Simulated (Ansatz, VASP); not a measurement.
## One calculation of KI, two programs

```
K I
1.0
     0.00000    4.06006    4.06006
     4.06006    0.00000    4.06006
     4.06006    4.06006    0.00000
K I
1 1
Cartesian
  0.0000 0.0000 0.0000
  2.0300 2.0300 2.0300
```

Change from the starting cell: volume scaled by 1.05.

Alike in both runs: task single point; functional PBE; k mesh 9 × 9 × 9; occupations fermi-dirac, width 0.03 eV; no spin polarisation.

|  | VASP | Ansatz |
| --- | --- | --- |
| version | VASP 6.6.1 | Ansatz 0.2.0 |
| potentials or method | VASP PAW PBE potentials, release 64 (K_sv, I), cutoff 520 eV | all-electron LAPW, scalar-relativistic |

|  | VASP | Ansatz | Ansatz less VASP |
| --- | --- | --- | --- |
| gap on the k mesh at the Fermi level (eV) | 3.82 | 3.82 | +0.001 |
| pressure (GPa) | -0.3 | -0.3 | -0.02 |

Ansatz ran all-electron here, and VASP with PAW potentials.

Spin-orbit coupling is off throughout.
